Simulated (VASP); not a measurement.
A run of VASP 6.6.1 is set up as follows.

The input INCAR:

```
SYSTEM = Pt
PREC = Accurate
ENCUT = 500
EDIFF = 1E-6
ISMEAR = 0
SIGMA = 0.1
LREAL = .FALSE.
LASPH = .TRUE.
NELM = 120
ALGO = Normal
ISIF = 2
LWAVE = .FALSE.
LCHARG = .FALSE.
GGA = PE
NBANDS = 28
GGA_COMPAT = .FALSE.
```

The input KPOINTS:

```
regular mesh
0
G
  6 6 2
  0 0 0
```

Contents of POSCAR:

```
Pt
1.0
    3.1641104845      0.0000000000      0.0000000000
   -1.5820552423      2.7402000599      0.0000000000
    0.0000000000      0.0000000000      8.1234010781
Pt
4
Direct
    0.3333333333      0.6666666667      0.1610000000
    0.6666666667      0.3333333333      0.6610000000
    0.3333333333      0.6666666667      0.3390000000
    0.6666666667      0.3333333333      0.8390000000
```

Potentials or basis: VASP PAW PBE potentials, release 64 (Pt).

Launch:

```bash
$ cat potpaw_PBE.64/Pt/POTCAR > POTCAR
$ mpirun -np 1 vasp_std > vasp.out
```

(1) Estimate the largest force.

(2) Predict the pressure.

Results:

(1) 81.435 eV/Å.

(2) 173.6 GPa.

Caveat: the k points lie up to 0.39 Å⁻¹ apart, too coarse for converged energies and pressures of a metal; atoms lie so close that the PAW spheres overlap strongly, which falsifies energies and pressures; forces of over 1 eV/Å act on the atoms, so gaps and moduli don't describe the material at rest.
